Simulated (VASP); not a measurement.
**V: single point with LDA**

The system is V.

```
V
1.0
    -1.46365    1.46365    1.46365
     1.46365   -1.46365    1.46365
     1.46365    1.46365   -1.46365
V
1
Direct
  0.00000 0.00000 0.00000
```

- Program: VASP 6.6.1
- Task: single point
- Functional: LDA
- Potentials or basis: VASP PAW LDA potentials, release 64 (V_sv)
- Cutoff: 520 eV
- k mesh: 15 × 15 × 15
- Occupations: gaussian, width 1 eV
- Spin: no spin polarisation

| Property | Result |
| --- | --- |
| Pressure | 4.8 GPa |

Levels at points of the mesh, in eV from the Fermi level:
```
           k point  band 5  band 6  band 7  band 8  band 9  band 10
(0.00, 0.00, 0.00)   -6.86    0.22    0.22    0.22    2.41     2.41
```

It took 35 s on 1 thread of Intel Xeon 6975P-C, on a shared host, peak memory 0.13 GiB.
